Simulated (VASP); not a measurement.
# Si (Fd-3m) in VASP: a series of runs

Runs on Si. Level: PBEsol. Tasks: single point, relaxation of cell and atoms.

Program: VASP 6.6.1. These are calculated values, not measurements. Logs are shortened: lines on timing, memory, paths and dates and some standing lists are left out, and cuts for length are marked.

## Step 1: The cell of the first run

Symmetry: Fd-3m, No. 227, cubic system. Conventional cell: a = 5.159 Å, b = 5.159 Å, c = 5.159 Å, α = 90.00°, β = 90.00°, γ = 90.00°. Si (site symmetry -43m) has 4 Si at 2.23 Å within 3.0 Å.

## Step 2: Single point, PBEsol

The input, INCAR:

```
PREC = Accurate ; ENCUT = 520
EDIFF = 1E-6 ; ISMEAR = -1
SIGMA = 0.05 ; LREAL = False
LASPH = True ; NELM = 60
ALGO = Normal ; ISIF = 2
LWAVE = False ; LCHARG = False
GGA = PS ; NBANDS = 11
```

The input, KPOINTS:

```
regular mesh
0
Gamma
  8 8 8
```

The input, POSCAR:

```
Si
1.0
    0.0000000000      2.5796347416      2.5796347416
    2.5796347416      0.0000000000      2.5796347416
    2.5796347416      2.5796347416      0.0000000000
Si
2
Direct
    0.5000000000      0.5000000000      0.5000000000
    0.7500000000      0.7500000000      0.7500000000
```

Potentials or basis: VASP PAW PBE potentials, release 64 (Si).

Started as:

```sh
cat potpaw_PBE.64/Si/POTCAR > POTCAR
mpirun -np 1 vasp_std > vasp.out
```

OUTCAR:

```text
PREC = Accurate
   ENCUT = 520
   EDIFF = 1E-6
   ISMEAR = -1
   LREAL = False
   LASPH = True
   NELM = 60
   ISIF = 2
   GGA = PS

 ion  position               nearest neighbor table
   1  0.500  0.500  0.500-   2 2.23   2 2.23   2 2.23   2 2.23
   2  0.750  0.750  0.750-   1 2.23   1 2.23   1 2.23   1 2.23

  LATTYP: Found a face centered cubic cell.
 ALAT       =     5.1592694832

  Lattice vectors:

 A1 = (   0.0000000000,   2.5796347416,   2.5796347416)
 A2 = (   2.5796347416,   0.0000000000,   2.5796347416)
 A3 = (   2.5796347416,   2.5796347416,   0.0000000000)

Analysis of symmetry for initial positions (statically):
=====================================================================
 Subroutine PRICEL returns:
 Original cell was already a primitive cell.

 Routine SETGRP: Setting up the symmetry group for a
 face centered cubic supercell.

 Subroutine GETGRP returns: Found 48 space group operations
 (whereof 24 operations were pure point group operations)
 out of a pool of 48 trial point group operations.

The static configuration has the point symmetry T_d .
 The point group associated with its full space group is O_h .

Analysis of symmetry for dynamics (positions and initial velocities):
=====================================================================
 Subroutine PRICEL returns:
 Original cell was already a primitive cell.

 Routine SETGRP: Setting up the symmetry group for a
 face centered cubic supercell.

 Subroutine GETGRP returns: Found 48 space group operations
 (whereof 24 operations were pure point group operations)
 out of a pool of 48 trial point group operations.

The dynamic configuration has the point symmetry T_d .
 The point group associated with its full space group is O_h .

 Subroutine INISYM returns: Found 48 space group operations
 (whereof 24 operations are pure point group operations),
 and found     1 'primitive' translations

----------------------------------------------------------------------------------------

                                     Primitive cell

  volume of cell :      34.3324

  direct lattice vectors                    reciprocal lattice vectors
     0.000000000  2.579634742  2.579634742    -0.193825890  0.193825890  0.193825890
     2.579634742  0.000000000  2.579634742     0.193825890 -0.193825890  0.193825890
     2.579634742  2.579634742  0.000000000     0.193825890  0.193825890 -0.193825890

  length of vectors
     3.648154438  3.648154438  3.648154438     0.335716290  0.335716290  0.335716290

  position of ions in fractional coordinates (direct lattice)
     0.500000000  0.500000000  0.500000000
     0.750000000  0.750000000  0.750000000

  ion indices of the primitive-cell ions
   primitive index   ion index
                 1           1
                 2           2

----------------------------------------------------------------------------------------

 KPOINTS: regular mesh

Automatic generation of k-mesh.
 Grid dimensions read from file:
 generate k-points for:    8    8    8

 Generating k-lattice:

  Cartesian coordinates                     Fractional coordinates (reciprocal lattice)
    -0.024228236  0.024228236  0.024228236     0.125000000  0.000000000  0.000000000
     0.024228236 -0.024228236  0.024228236     0.000000000  0.125000000  0.000000000
     0.024228236  0.024228236 -0.024228236     0.000000000  0.000000000  0.125000000

  Length of vectors
     0.041964536  0.041964536  0.041964536

  Shift w.r.t. Gamma in fractional coordinates (k-lattice)
     0.000000000  0.000000000  0.000000000

 Subroutine IBZKPT returns following result:
 ===========================================

 Found     29 irreducible k-points:

 Following reciprocal coordinates:
            Coordinates               Weight
  0.000000  0.000000  0.000000      1.000000
  0.125000  0.000000  0.000000      8.000000
  0.250000  0.000000  0.000000      8.000000
  0.375000  0.000000  0.000000      8.000000
  0.500000  0.000000  0.000000      4.000000
  0.125000  0.125000  0.000000      6.000000
[... 16 lines left out ...]
  0.500000  0.250000  0.125000     48.000000
 -0.375000  0.250000  0.125000     24.000000
 [... further k-points ...]
   k-points           NKPTS =     29   k-points in BZ     NKDIM =     29   number of bands    NBANDS=     11
   number of dos      NEDOS =    301   number of ions     NIONS =      2
   total plane-waves  NPLWV =  21952
   dimension x,y,z NGX =    28 NGY =   28 NGZ =   28
   dimension x,y,z NGXF=    56 NGYF=   56 NGZF=   56
   ions per type =               2
   NGX,Y,Z   is equivalent  to a cutoff of  12.76, 12.76, 12.76 a.u.
   NGXF,Y,Z  is equivalent  to a cutoff of  25.52, 25.52, 25.52 a.u.
 SYSTEM =  unknown system
   PREC   = accura    normal or accurate (medium, high low for compatibility)
   ISTART =      0    job   : 0-new  1-cont  2-samecut
   ICHARG =      2    charge: 1-file 2-atom 10-const
   ISPIN  =      1    spin polarized calculation?
   LNONCOLLINEAR =      F non collinear calculations
   LSORBIT =      F    spin-orbit coupling
   LASPH  =      T    aspherical Exc in radial PAW
   ENCUT  =  520.0 eV  38.22 Ry    6.18 a.u.   6.78  6.78  6.78*2*pi/ulx,y,z
   NELM   =     60;   NELMIN=  2; NELMDL= -5     # of ELM steps
   EDIFF  = 0.1E-05   stopping-criterion for ELM
   LREAL  =      F    real-space projection
   EDIFFG = 0.1E-04   stopping-criterion for IOM
   NSW    =      0    number of steps for IOM
   IBRION =     -1    ionic relax: 0-MD 1-quasi-New 2-CG
   NFREE  =      0    steps in history (QN), initial steepest desc. (CG)
   ISIF   =      2    stress and relaxation
   ISYM   =      2    0-nonsym 1-usesym 2-fastsym
   POTIM  = 0.5000    time-step for ionic-motion
   TEBEG  =    0.0;   TEEND  =   0.0 temperature during run
   PSTRESS=    0.0 pullay stress
   NELECT =       8.0000    total number of electrons
   NUPDOWN=      -1.0000    fix difference up-down
   EMIN   =  10.00;   EMAX   =-10.00  energy-range for DOS
   EFERMI =   0.00;   METHOD = LEGACY
   ISMEAR =    -1;   SIGMA  =   0.05  broadening in eV -4-tet -1-fermi 0-gaus
   EFERMI_NEDOS =   21; number of points for ismear=-14 and -15
   IALGO  =     38    algorithm
   IMIX   =      4    mixing-type and parameters
     AMIX     =   0.40;   BMIX     =  1.00
     AMIX_MAG =   1.60;   BMIX_MAG =  1.00
  volume/ion in A,a.u.               =      17.17       115.84
  Fermi-wavevector in a.u.,A,eV,Ry     =   1.007403  1.903716 13.808022  1.014861
  Thomas-Fermi vector in A             =   2.140206
   LORBIT       =      0    0 simple, 1 ext, 2 COOP (PROOUT), +10 PAW based schemes
   GGA     = PS    functional components
   LHFCALC =     F    Hartree Fock is set to
   AEXX    =    0.0000 exact exchange contribution
   IVDW    =     0    specifies the selected vdW correction
   LEPSILON=     F    determine dielectric tensor
   LRPA    =     F    only Hartree local field effects (RPA)
 non-spin polarized calculation
  energy-cutoff  :      520.00
  volume of cell :       34.33
 maximum number of plane-waves:       941
   NGX = 13   NGY = 13   NGZ = 13

 number of electron       8.0000000 magnetization

 Free energy of the ion-electron system (eV)
  ---------------------------------------------------
  ext. energy  EPLUGINS =         0.00000000
  ---------------------------------------------------
  free energy    TOTEN  =       -11.16548162 eV

  energy without entropy =      -11.16474370  energy(sigma->0) =      -11.16511266

 E-fermi :   7.5388     XC(G=0): -10.1546

 val. band max:        7.4629925932   @ k =   0.0000   0.0000   0.0000
 cond. band min:       7.6819657963   @ k =   0.3750   0.3750   0.0000
 fundamental gap:      0.2189732032
 Fermi energy:         7.5387994986

 k-point     1 :       0.0000    0.0000    0.0000
  band No.  band energies     occupation
      1      -5.6630      2.00000
      2       7.4630      1.63994
      3       7.4630      1.63994
      4       7.4630      1.63994
      5      10.0255      0.00000
      6      10.0255      0.00000
      7      10.0255      0.00000
      8      12.6267      0.00000
      9      15.2143      0.00000
     10      15.2143      0.00000
     11      15.8404      0.00000

 k-point     2 :       0.1250    0.0000    0.0000
  band No.  band energies     occupation
      1      -5.4297      2.00000
      2       5.7560      2.00000
      3       7.1224      1.99952
      4       7.1224      1.99952
      5      10.2502      0.00000
      6      10.5223      0.00000
      7      10.5223      0.00000
      8      13.6934      0.00000
      9      14.6443      0.00000
     10      14.6443      0.00000
     11      16.7230      0.00000

 k-point     3 :       0.2500    0.0000    0.0000
  band No.  band energies     occupation
      1      -4.7451      2.00000
      2       3.1709      2.00000
      3       6.5952      2.00000
      4       6.5952      2.00000
      5       9.9226      0.00000
      6      11.0187      0.00000
      7      11.0187      0.00000
      8      14.6485      0.00000
      9      14.6485      0.00000
     10      15.5115      0.00000
     11      16.9483      0.00000

 k-point     4 :       0.3750    0.0000    0.0000
  band No.  band energies     occupation
      1      -3.6949      2.00000
      2       0.8711      2.00000
      3       6.2426      2.00000
      4       6.2426      2.00000
      5       9.5940      0.00000
      6      10.7967      0.00000
      7      10.7967      0.00000
      8      15.4088      0.00000
      9      16.3099      0.00000
     10      16.3099      0.00000
     11      18.5484      0.00000
[... 239 lines left out ...]
 k-point    22 :       0.3750    0.2500    0.1250
  band No.  band energies     occupation
      1      -4.1379      2.00000
      2       2.9840      2.00000
      3       4.2544      2.00000
      4       5.8258      2.00000
      5       9.8617      0.00000
      6      11.3366      0.00000
      7      11.9098      0.00000
      8      13.3694      0.00000
      9      15.7285      0.00000
     10      18.9899      0.00000
     11      19.3607      0.00000

 k-point    23 :       0.5000    0.2500    0.1250
  band No.  band energies     occupation
      1      -3.0964      2.00000
      2       1.1611      2.00000
      3       3.6355      2.00000
      4       5.1999      2.00000
      5      10.2696      0.00000
      6      11.1006      0.00000
      7      12.6779      0.00000
      8      13.8210      0.00000
      9      17.0880      0.00000
     10      17.9264      0.00000
     11      20.0817      0.00000

 k-point    24 :      -0.3750    0.2500    0.1250
  band No.  band energies     occupation
      1      -2.2837      2.00000
      2      -0.0042      2.00000
      3       3.5344      2.00000
      4       4.9112      2.00000
      5      10.3635      0.00000
      6      10.7363      0.00000
      7      13.7178      0.00000
      8      15.0031      0.00000
      9      15.4351      0.00000
     10      18.4665      0.00000
     11      20.2536      0.00000

 [... further k-points ...]
[... 5 lines left out ...]
  --------------------------------------------------------------------------------------
  -------------------------------------------------------------------------------------
  Total        4.3572869      4.3572869      4.3572869      0.0000000      0.0000000      0.0000000
  in kB      203.3396585    203.3396585    203.3396585      0.0000000      0.0000000      0.0000000
  external PRESSURE =     203.3396585 kB  Pullay stress =       0.0000000 kB

 VOLUME and BASIS-vectors are now :
 -----------------------------------------------------------------------------
  energy-cutoff  :      520.00
  volume of cell :       34.33
      direct lattice vectors                 reciprocal lattice vectors
     0.000000000  2.579634742  2.579634742    -0.193825890  0.193825890  0.193825890
     2.579634742  0.000000000  2.579634742     0.193825890 -0.193825890  0.193825890
     2.579634742  2.579634742  0.000000000     0.193825890  0.193825890 -0.193825890

 POSITION                                       TOTAL-FORCE (eV/Angst)
 -----------------------------------------------------------------------------------
      2.57963      2.57963      2.57963        -0.000000     -0.000000     -0.000000
      3.86945      3.86945      3.86945         0.000000      0.000000      0.000000
 -----------------------------------------------------------------------------------
    total drift:                                0.000000      0.000000     -0.000000

  FREE ENERGIE OF THE ION-ELECTRON SYSTEM (eV)
  ---------------------------------------------------
  free  energy   TOTEN  =       -11.1654816236 eV

  energy  without entropy=      -11.1647436953  energy(sigma->0) =      -11.16511266
```

It took 7.8 s on 1 thread of Intel Xeon Platinum 8259CL at 2.50GHz (Skylake/Cascade Lake), shared host; peak memory 0.15 GiB.

Results:

- Free energy: -11.1655 eV
- Pressure: 20.3 GPa
- Band gap on the k mesh: 0.22 eV, indirect (least direct gap 2.56 eV)

Levels at points of the mesh, in eV from the valence-band top:
```
           k point  band 1  band 2  band 3  band 4  band 5  band 6  band 7  band 8
(0.00, 0.00, 0.00)  -13.13    0.00    0.00    0.00    2.56    2.56    2.56    5.16
(0.50, 0.00, 0.00)  -10.36   -7.82   -1.34   -1.34    2.01    3.16    3.16    7.69
(0.50, 0.50, 0.00)   -8.38   -8.38   -3.30   -3.30    0.24    0.24   11.43   11.43
```

Caveat: the PAW data sets were made with another functional, which shifts forces and pressure a little. A k mesh can miss the band edges.

## Step 3: Single point, PBEsol

This run uses another cell than the first one, of 16.26 Å³/atom, 0.947 times its volume.

The input, INCAR:

```
SYSTEM = Si
PREC = Accurate
ENCUT = 520
EDIFF = 1E-7
ISMEAR = -1
SIGMA = 0.05
LREAL = .False.
LASPH = .True.
NELM = 80
ALGO = Normal
ISIF = 2
LWAVE = .False.
LCHARG = .True.
GGA = PS
LELF = .True.
LVHAR = .True.
NBANDS = 11
```

The input, KPOINTS:

```
regular mesh
0
Gamma
  8 8 8
  0 0 0
```

The input, POSCAR:

```
Si
1.0
    0.0000000000      2.5336721354      2.5336721354
    2.5336721354      0.0000000000      2.5336721354
    2.5336721354      2.5336721354      0.0000000000
Si
2
Direct
    0.5000000000      0.5000000000      0.5000000000
    0.7500000000      0.7500000000      0.7500000000
```

Potentials or basis: VASP PAW PBE potentials, release 64 (Si).

Started as:

```sh
cat potpaw_PBE.64/Si/POTCAR > POTCAR
mpirun -np 1 vasp_std > vasp.out
```

Run time: 9.4 s. Hardware: 1 thread of Intel Xeon Platinum 8259CL at 2.50GHz (Skylake/Cascade Lake), shared host; peak memory 0.14 GiB.

It converged, with:

- Free energy: -10.8821 eV
- Pressure: 30.4 GPa
- Band gap on the k mesh: 0.10 eV, indirect (least direct gap 2.57 eV)

Levels at points of the mesh, in eV from the valence-band top:
| k point | band 1 | band 2 | band 3 | band 4 | band 5 | band 6 | band 7 | band 8 | band 9 |
| --- | --- | --- | --- | --- | --- | --- | --- | --- | --- |
| (0.00, 0.00, 0.00) | -13.56 | 0.00 | 0.00 | 0.00 | 2.57 | 2.57 | 2.57 | 5.84 | 7.76 |
| (0.50, 0.00, 0.00) | -10.63 | -8.14 | -1.38 | -1.38 | 2.20 | 3.10 | 3.10 | 7.74 | 11.04 |
| (0.50, 0.50, 0.00) | -8.59 | -8.59 | -3.46 | -3.46 | 0.10 | 0.10 | 11.61 | 11.61 | 11.93 |

Caveat: the PAW data sets were made with another functional, which shifts forces and pressure a little. A k mesh can miss the band edges.

## Step 4: Single point, PBEsol

This run uses another cell than the first one, of 18.34 Å³/atom, 1.069 times its volume.

The input, INCAR:

```
SYSTEM = Si
PREC = Accurate
ENCUT = 520
EDIFF = 1E-6
ISMEAR = -1
SIGMA = 0.05
LREAL = .False.
LASPH = .True.
NELM = 100
ALGO = Normal
ISIF = 2
LWAVE = .False.
LCHARG = .False.
GGA = PS
NBANDS = 11
```

KPOINTS is that of step 3.

The input, POSCAR:

```
Si
1.0
    0.0000000000      2.6372849883      2.6372849883
    2.6372849883      0.0000000000      2.6372849883
    2.6372849883      2.6372849883      0.0000000000
Si
2
Direct
    0.5000000000      0.5000000000      0.5000000000
    0.7500000000      0.7500000000      0.7500000000
```

Started as:

```sh
cat potpaw_PBE.64/Si/POTCAR > POTCAR
mpirun -np 1 vasp_std > vasp.out
```

Wall time 8.4 s (1 thread of Intel Xeon Platinum 8259CL at 2.50GHz (Skylake/Cascade Lake), shared host); peak memory 0.14 GiB.

The run converged. Its results:

```yaml
Free_energy: -11.3864 eV
Pressure: 10.2 GPa
Band_gap_on_the_k_mesh: 0.35 eV, indirect (least direct gap 2.55 eV)
```

Levels at points of the mesh, in eV from the valence-band top:
```tsv
k point	band 2	band 3	band 4	band 5	band 6	band 7
(0.00, 0.00, 0.00)	0.00	0.00	0.00	2.55	2.55	2.55
(0.50, 0.00, 0.00)	-7.46	-1.28	-1.28	1.78	3.22	3.22
(0.50, 0.50, 0.00)	-8.13	-3.11	-3.11	0.40	0.40	10.83
```

Caveat: the PAW data sets were made with another functional, which shifts forces and pressure a little. A k mesh can miss the band edges.

(Continued in part 2 of 2.)
